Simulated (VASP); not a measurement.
# BN (F-43m) in VASP: a series of runs, part 2 of 2

VASP 6.6.1.

## 3. Relaxation of cell and atoms, RPBE

INCAR

```
ALGO = Normal
EDIFF = 1E-7
EDIFFG = -0.02
ENCUT = 600
GGA = RP
IBRION = 2
ISIF = 3
ISMEAR = -1
LASPH = T
LCHARG = F
LREAL = F
LWAVE = F
NELM = 60
NSW = 80
PREC = Accurate
SIGMA = 0.05
```

KPOINTS

```
k-points
0
Gamma
  13 13 13
```

POSCAR

```
BN
1.0
    0.0000000000      1.8130010000      1.8130010000
    1.8130010000      0.0000000000      1.8130010000
    1.8130010000      1.8130010000      0.0000000000
N B
1 1
Direct
    0.2500000000      0.2500000000      0.2500000000
    0.0000000000      0.0000000000      0.0000000000
```

Potentials or basis: VASP PAW PBE potentials, release 64 (N, B).

Launch:

```sh
$ cat potpaw_PBE.64/N/POTCAR potpaw_PBE.64/B/POTCAR > POTCAR
$ mpirun -np 1 vasp_std > vasp.out
```

Run time: 11 s. Hardware: 1 thread of Intel Xeon 6975P-C (Granite Rapids), shared host; peak memory 0.12 GiB.

It converged, with:

| Quantity | Value |
| --- | --- |
| Free energy | -16.6297 eV |
| Relaxed volume | 6.05 Å³/atom |
| Relaxed cell | a = 2.577 Å, b = 2.577 Å, c = 2.577 Å, α = 60.00°, β = 60.00°, γ = 60.00° |
| Space group after relaxing (to 0.05 Å) | F-43m (No. 216) |
| Energy gained by relaxing | 1.5 meV/atom |
| Ionic steps | 3 |
| Pressure after relaxing | 0.0 GPa |
| Band gap on the k mesh | 4.54 eV, indirect (least direct gap 8.76 eV) |

The path:
```csv
step,energy change (eV),largest force (eV/Å),pressure (GPa),volume (Å³)
1,0.0000,0.0000,5.43,11.92
2,-0.0001,0.0000,-5.05,12.27
3,-0.0029,0.0000,0.00,12.09
```

Final structure:
```
N B
1.0
     0.00000    1.82190    1.82190
     1.82190    0.00000    1.82190
     1.82190    1.82190    0.00000
N B
1 1
Direct
  0.25000 0.25000 0.25000
  0.00000 0.00000 0.00000
```

Levels at points of the mesh, in eV from the valence-band top:
```
           k point  band 2  band 3  band 4  band 5  band 6  band 7
(0.00, 0.00, 0.00)    0.00    0.00    0.00    8.76    8.76    8.76
```

Caveat: the PAW data sets were made with another functional, which shifts forces and pressure a little. A k mesh can miss the band edges.

## 4. Relaxation of cell and atoms, revPBE

INCAR

```
PREC = Accurate
ENCUT = 600
EDIFF = 1E-7
ISMEAR = -1
SIGMA = 0.05
LREAL = False
LASPH = True
NELM = 80
ALGO = Normal
ISIF = 3
LWAVE = False
LCHARG = False
GGA = RE
IBRION = 2
NSW = 80
EDIFFG = -0.02
```

KPOINTS

```
regular mesh
0
Gamma
  13 13 13
```

POSCAR is that of step 3.

Potentials or basis: VASP PAW PBE potentials, release 64 (N, B).

Launch:

```sh
$ cat potpaw_PBE.64/N/POTCAR potpaw_PBE.64/B/POTCAR > POTCAR
$ mpirun -np 1 vasp_std > vasp.out
```

OUTCAR:

```text
PREC = Accurate
   ENCUT = 600
   EDIFF = 1E-7
   ISMEAR = -1
   LREAL = False
   LASPH = True
   NELM = 80
   ISIF = 3
   GGA = RE
   IBRION = 2
   NSW = 80
   EDIFFG = -0.02

 ion  position               nearest neighbor table
   1  0.250  0.250  0.250-   2 1.57   2 1.57   2 1.57   2 1.57
   2  0.000  0.000  0.000-   1 1.57   1 1.57   1 1.57   1 1.57

  LATTYP: Found a face centered cubic cell.
 ALAT       =     3.6260020000

  Lattice vectors:

 A1 = (   0.0000000000,   1.8130010000,   1.8130010000)
 A2 = (   1.8130010000,   0.0000000000,   1.8130010000)
 A3 = (   1.8130010000,   1.8130010000,   0.0000000000)

Analysis of symmetry for initial positions (statically):
=====================================================================
 Subroutine PRICEL returns:
 Original cell was already a primitive cell.

 Routine SETGRP: Setting up the symmetry group for a
[... 257 lines left out ...]
 k-point     1 :       0.0000    0.0000    0.0000
  band No.  band energies     occupation
      1     -12.8119      2.00000
      2       7.2466      2.00000
      3       7.2466      2.00000
      4       7.2466      2.00000
      5      16.0163      0.00000
      6      16.0163      0.00000
      7      16.0163      0.00000
      8      17.2647      0.00000
[... 243 lines left out ...]
 k-point    24 :       0.4615    0.1538    0.0000
  band No.  band energies     occupation
      1      -8.9245      2.00000
      2      -1.8855      2.00000
      3       4.0277      2.00000
      4       4.4757      2.00000
      5      16.0685      0.00000
      6      19.1545      0.00000
      7      19.6584      0.00000
      8      21.7557      0.00000

 [... further k-points ...]

------------------------ aborting loop because EDIFF is reached ----------------------------------------

  FORCE on cell =-STRESS in cart. coord.  units (eV):
  Direction    XX          YY          ZZ          XY          YZ          ZX
  --------------------------------------------------------------------------------------
  -------------------------------------------------------------------------------------
  Total        0.0002828      0.0002828      0.0002828     -0.0000000     -0.0000000      0.0000000
  in kB        0.0376011      0.0376011      0.0376011     -0.0000000     -0.0000000      0.0000000
  external PRESSURE =       0.0376011 kB  Pullay stress =       0.0000000 kB
[... 17 lines left out ...]
  FREE ENERGIE OF THE ION-ELECTRON SYSTEM (eV)
  ---------------------------------------------------
  free  energy   TOTEN  =       -16.7763286818 eV

  energy  without entropy=      -16.7763286818  energy(sigma->0) =      -16.77632868

 reached required accuracy - stopping structural energy minimisation
```

Wall time 11 s (1 thread of Intel Xeon 6975P-C (Granite Rapids), shared host); peak memory 0.12 GiB.

Results:

```yaml
Free_energy: -16.7763 eV
Relaxed_volume: 6.02 Å³/atom
Relaxed_cell: a = 2.573 Å, b = 2.573 Å, c = 2.573 Å, α = 60.00°, β = 60.00°, γ = 60.00°
Space_group_after_relaxing_to_0.05_Å: F-43m (No. 216)
Energy_gained_by_relaxing: 0.8 meV/atom
Ionic_steps: 3
Pressure_after_relaxing: 0.0 GPa
Band_gap_on_the_k_mesh: 4.53 eV, indirect (least direct gap 8.77 eV)
```

The path:
| step | energy change (eV) | largest force (eV/Å) | pressure (GPa) | volume (Å³) |
| --- | --- | --- | --- | --- |
| 1 | 0.0000 | 0.0000 | 4.04 | 11.92 |
| 2 | -0.0001 | 0.0000 | -3.83 | 12.18 |
| 3 | -0.0016 | 0.0000 | 0.00 | 12.05 |

Final structure:
```
N B
1.0
     0.00000    1.81960    1.81960
     1.81960    0.00000    1.81960
     1.81960    1.81960    0.00000
N B
1 1
Direct
  0.25000 0.25000 0.25000
  0.00000 0.00000 0.00000
```

Caveat: the PAW data sets were made with another functional, which shifts forces and pressure a little.

## 5. Relaxation of cell and atoms, BLYP

INCAR

```
PREC     = Accurate       # precision mode
ENCUT    = 600            # plane-wave cutoff, eV
EDIFF    = 1E-6           # SCF threshold, eV
ISMEAR   = -1             # smearing method
SIGMA    = 0.05           # smearing width, eV
LREAL    = False          # projectors in reciprocal space
LASPH    = True           # aspherical terms in the spheres
NELM     = 80             # most SCF steps
ALGO     = Normal         # electronic algorithm
ISIF     = 3              # what is computed and relaxed
LWAVE    = False          # write WAVECAR
LCHARG   = False          # write CHGCAR
GGA      = B5             # functional
ALDAX    = 1.0          
AGGAX    = 1.0          
AGGAC    = 1.0          
ALDAC    = 0.0          
IBRION   = 2              # ionic algorithm
NSW      = 80             # ionic steps
EDIFFG   = -0.02          # ionic threshold
```

KPOINTS

```
Automatic mesh
0
Gamma
  13 13 13
```

POSCAR is that of step 4.

Launch:

```sh
$ cat potpaw_PBE.64/N/POTCAR potpaw_PBE.64/B/POTCAR > POTCAR
$ mpirun -np 1 vasp_std > vasp.out
```

Wall time 17 s (1 thread of Intel Xeon 6975P-C (Granite Rapids), shared host); peak memory 0.12 GiB.

The run converged. Its results:

```yaml
Free_energy: -16.4142 eV
Relaxed_volume: 6.06 Å³/atom
Relaxed_cell: a = 2.578 Å, b = 2.578 Å, c = 2.578 Å, α = 60.00°, β = 60.00°, γ = 60.00°
Space_group_after_relaxing_to_0.05_Å: F-43m (No. 216)
Energy_gained_by_relaxing: 1.8 meV/atom
Ionic_steps: 3
Pressure_after_relaxing: 0.0 GPa
Band_gap_on_the_k_mesh: 4.91 eV, indirect (least direct gap 8.81 eV)
```

Step by step:
```tsv
step	energy change (eV)	largest force (eV/Å)	pressure (GPa)	volume (Å³)
1	0.0000	0.0000	6.00	11.92
2	-0.0003	0.0000	-5.48	12.31
3	-0.0036	0.0000	0.00	12.12
```

Final structure:
```cif
data_structure
_symmetry_space_group_name_H-M 'P 1'
_symmetry_Int_Tables_number 1
_cell_length_a 2.5780
_cell_length_b 2.5780
_cell_length_c 2.5780
_cell_angle_alpha 60.000
_cell_angle_beta 60.000
_cell_angle_gamma 60.000
_cell_volume 12.12
loop_
_atom_site_label
_atom_site_type_symbol
_atom_site_fract_x
_atom_site_fract_y
_atom_site_fract_z
_atom_site_occupancy
N1 N 0.25000 0.25000 0.25000 1
B1 B 0.00000 0.00000 0.00000 1
```

Levels at points of the mesh, in eV from the valence-band top:
```csv
k point,band 1,band 2,band 3,band 4,band 5,band 6,band 7,band 8
"(0.00, 0.00, 0.00)",-19.73,0.00,0.00,0.00,8.81,8.81,8.81,10.26
```

Caveat: the PAW data sets were made with another functional, which shifts forces and pressure a little. A k mesh can miss the band edges.

## 6. The runs side by side

```tsv
level	gap on the mesh (eV)	pressure (GPa)	relaxed volume (Å³/atom)
PBEsol	4.36	0.0	5.86
RPBE	4.54	0.0	6.05
revPBE	4.53	0.0	6.02
BLYP	4.91	0.0	6.06
```

Alike in all rows: task relaxation of cell and atoms; potentials or basis VASP PAW PBE potentials, release 64 (N, B); no spin polarisation; cell relaxed; k mesh 13 × 13 × 13; cutoff (eV) 600; smearing fermi-dirac 0.05 eV.

Caveats: the PAW data sets were made with another functional, which shifts forces and pressure a little.

Absolute energies hang on the potentials; compare differences alone.
